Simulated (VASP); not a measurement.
Cl, 4 atoms in the cell. The typed cell holds 4 atoms: a = 3.858 Å, b = 3.797 Å, c = 8.294 Å, α = 90.92°, β = 91.13°, γ = 69.46°. 

* Program: VASP 6.6.1
* Task: single point
* Functional: r2SCAN
* Potentials or basis: VASP PAW PBE potentials, release 64 (Cl)
* Cutoff: 520 eV
* k mesh: 5 × 5 × 2, shifted
* Occupations: fermi-dirac, width 0.1 eV
* Spin: no spin polarisation
* Dipole correction: no
* Further INCAR settings: ALGO = Normal; EDIFF = 1e-06; NBANDS = 22

Potentials or basis: VASP PAW PBE potentials, release 64 (Cl).

Launch:

```console
$ cat potpaw_PBE.64/Cl/POTCAR > POTCAR
$ cp INCAR.step1 INCAR
$ mpirun -np 1 vasp_std > vasp.out
$ cp INCAR.step2 INCAR
$ mpirun -np 1 vasp_std > vasp.out
```

Hardware: 1 thread of Intel(R) Xeon(R) Platinum 8488C (Sapphire Rapids) (shared host).

Problem. How long does it take, and how much memory?

Solution. Run time: 2.3 min on 1 thread of Intel(R) Xeon(R) Platinum 8488C (Sapphire Rapids), on a shared host, peak memory 0.24 GiB. Counts: k points 25.
